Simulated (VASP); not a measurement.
**CdS: electric field gradients with LDA**

The system is CdS.

```
Cd S
1.0
     4.13480    0.04135    0.04135
    -2.03159    3.56017    0.01513
     0.06749    0.06749    6.74900
Cd S
2 2
Cartesian
  0.0239 2.3872 0.0239
  2.1131 1.2480 3.4071
  0.0499 2.4132 2.6222
  2.1391 1.2740 6.0055
```

This cell differs from its parent crystal: equal xy, yz and zx shear strains of +2 %.

```
Program                : VASP 6.6.1
Task                   : electric field gradients
Functional             : LDA
Potentials or basis    : VASP PAW LDA potentials, release 64 (Cd, S)
Cutoff                 : 520 eV
k mesh                 : 8 × 8 × 4
Occupations            : fermi-dirac, width 0.02 eV
Spin                   : no spin polarisation
Dipole correction      : no
Further INCAR settings : ALGO = Normal; EDIFF = 1e-08; NBANDS = 26
```

```json
{
  "Pressure": "-2.2 GPa",
  "Largest force": "0.331 eV/Å",
  "Band gap on the k mesh": "0.94 eV",
  "Largest electric field gradient by atom": "Cd +37.2, +36.6; S -8.9, -7.9 V/Å²"
}
```

Forces in eV/Å, atoms in the order of the input:
```
Cd  -0.177 -0.064  0.254
Cd   0.040 -0.071  0.248
S   -0.063  0.072 -0.246
S    0.199  0.064 -0.256
```

Stress tensor (GPa, compression positive):
```
-1.57 -0.84 -0.49
-0.84 -1.59 -0.49
-0.49 -0.49 -3.52
```

Levels at points of the mesh, in eV from the valence-band top:
```
           k point  band 14  band 15  band 16  band 17  band 18  band 19  band 20  band 21  band 22  band 23
(0.00, 0.00, 0.00)    -0.77    -0.72    -0.11    -0.02     0.00     0.94     2.47     6.19     6.36     6.55
(0.50, 0.00, 0.00)    -3.72    -2.67    -1.86    -1.27    -0.82     3.54     3.73     4.87     6.12     7.12
(0.00, 0.50, 0.00)    -3.72    -2.64    -1.93    -1.28    -0.88     3.49     3.62     4.88     6.16     7.02
(0.50, 0.50, 0.00)    -3.72    -2.61    -2.00    -1.30    -0.93     3.44     3.52     4.89     6.20     6.93
(0.00, 0.00, 0.50)    -2.50    -0.45    -0.42    -0.38    -0.35     2.57     2.58     5.88     5.89     6.49
(0.50, 0.00, 0.50)    -4.23    -1.43    -1.37    -1.36    -1.26     3.25     3.34     5.03     5.22     7.54
(0.00, 0.50, 0.50)    -4.24    -1.44    -1.43    -1.39    -1.26     3.23     3.28     5.02     5.17     7.57
(0.50, 0.50, 0.50)    -4.26    -1.50    -1.50    -1.34    -1.29     3.20     3.22     5.04     5.10     7.63
```

Electric field gradients, principal values (V/Å²):
```csv
atom,least,middle,greatest (by size)
1 Cd,-3.388,-33.819,37.207
2 Cd,-10.418,-26.175,36.593
3 S,0.099,8.800,-8.899
4 S,1.235,6.656,-7.891
```

Wall time 4.6 min on 1 thread of Intel(R) Xeon(R) Platinum 8488C (Sapphire Rapids) (shared host), peak memory 0.38 GiB.

Caveat: the cell differs from its parent crystal (equal xy, yz and zx shear strains of +2 %); without QUAD_EFG the Cq values of the log hold for a quadrupole moment of 1 mb, not for the nuclei.
